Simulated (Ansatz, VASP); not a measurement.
# MgO: VASP beside Ansatz

File INCAR:

```
SYSTEM = MgO
PREC     = Accurate       ! precision mode
ENCUT    = 600            ! plane-wave cutoff, eV
EDIFF    = 1E-6           ! SCF threshold, eV
ISMEAR   = 0              ! smearing method
SIGMA    = 0.05           ! smearing width, eV
LREAL    = .False.        ! projectors in reciprocal space
LASPH    = .True.         ! aspherical terms in the spheres
NELM     = 120            ! most SCF steps
ALGO     = Normal         ! electronic algorithm
ISIF     = 2              ! what is computed and relaxed
LWAVE    = .False.        ! write WAVECAR
LCHARG   = .False.        ! write CHGCAR
GGA      = PS             ! functional
NBANDS   = 11             ! bands
GGA_COMPAT= .False.
```

File KPOINTS:

```
regular mesh
0
Gamma
  14 14 14
  0 0 0
```

The input POSCAR:

```
MgO
1.0
    2.6437304260      0.0000000000      0.0000000000
    0.0000000000      2.6437304260      0.0000000000
    0.0000000000      0.0000000000      2.6437304260
Mg O
1 1
Direct
    0.0000000000      0.0000000000      0.0000000000
    0.5000000000      0.5000000000      0.5000000000
```

Input for Ansatz:

```yaml
crystal:
  lattice:
    - [2.643730426, 0.0, 0.0]
    - [0.0, 2.643730426, 0.0]
    - [0.0, 0.0, 2.643730426]
  atoms:
    - { symbol: Mg, position: [0.0, 0.0, 0.0] }
    - { symbol: O, position: [0.5, 0.5, 0.5] }
basis:
  ecutwfc: 420
  ecutrho_ratio: 4
kpoints:
  mp_grid: { grid: [14, 14, 14] }
hamiltonian:
  xc: pbesol
scf:
  occupations: { method: gaussian, width: 0.05 }
output:
  forces: true
  stress: true
  eigenvalues: true
```

Alike in both runs: task single point; functional PBEsol; k mesh 14 × 14 × 14; occupations gaussian, width 0.05 eV; no spin polarisation.

```csv
,VASP,Ansatz
version,VASP 6.6.1,Ansatz 0.2.0
potentials or method,"VASP PAW PBE potentials, release 64 (Mg, O), cutoff 600 eV","scalar-relativistic, plane waves, PAW"
valence electrons in the cell,8,16
```

VASP gave:

| Quantity | Value |
| --- | --- |
| gap on the k mesh at the Fermi level (eV) | 2.36 |
| least direct gap on the mesh (eV) | 3.37 |
| pressure (GPa) | -2.4 |

Question: Estimate Ansatz's values.

Answer: gap on the k mesh at the Fermi level (eV): 2.36; least direct gap on the mesh (eV): 3.37; pressure (GPa): -1.7.

VASP's potentials were made for PBE, not for PBEsol. VASP's potentials hold 8 valence electrons a cell and Ansatz's 16, so a difference there can come from the potentials and not from the codes.
